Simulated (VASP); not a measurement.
## BiAs (CsCl type): density of states with PBEsol

The system is BiAs (CsCl type).

```xyz
2
Lattice="2.7815 0.0000 0.0000 0.0000 2.7815 0.0000 0.0000 0.0000 2.7815" Properties=species:S:1:pos:R:3 pbc="T T T"
Bi    0.0000    0.0000    0.0000
As    1.3907    1.3907    1.3907
```

This cell differs from its parent crystal: volume scaled by 0.45.

```
Program                 : VASP 6.6.1
Task                    : density of states
Functional              : PBEsol
Potentials or basis     : VASP PAW PBE potentials, release 64 (Bi_d, As)
Cutoff                  : 520 eV
k mesh                  : 12 × 12 × 12
Occupations             : fermi-dirac, width 0.08 eV
Spin                    : no spin polarisation
Dipole correction       : no
k mesh for the DOS      : 18 × 18 × 18
Occupations for the DOS : tetrahedron
Further INCAR settings  : ALGO = Normal; EDIFF = 1e-06; NBANDS = 17
```

| Quantity | Value |
| --- | --- |
| Valence electrons inside the program's atomic spheres | Bi 14.14; As 3.67 |

Levels at points of the mesh, in eV from the Fermi level:
| k point | band 7 | band 8 | band 9 | band 10 | band 11 | band 12 | band 13 | band 14 |
| --- | --- | --- | --- | --- | --- | --- | --- | --- |
| (0.00, 0.00, 0.00) | -5.41 | -5.41 | -5.41 | -2.03 | 2.38 | 2.38 | 11.97 | 11.97 |
| (0.50, 0.00, 0.00) | -18.76 | 0.93 | 0.93 | 1.62 | 1.87 | 1.87 | 2.09 | 3.60 |
| (0.50, 0.50, 0.00) | -13.68 | -13.07 | -11.93 | 0.74 | 4.70 | 4.70 | 7.95 | 9.34 |
| (0.50, 0.50, 0.50) | -8.21 | -7.39 | -7.39 | -7.39 | -6.12 | -6.12 | -6.12 | 20.95 |

Wall time 48 s on 1 thread of Intel(R) Xeon(R) Platinum 8259CL CPU @ 2.50GHz (Skylake/Cascade Lake) (shared host), peak memory 0.2 GiB.

Caveat: spin-orbit coupling is left out, which moves the levels of the heavy elements.
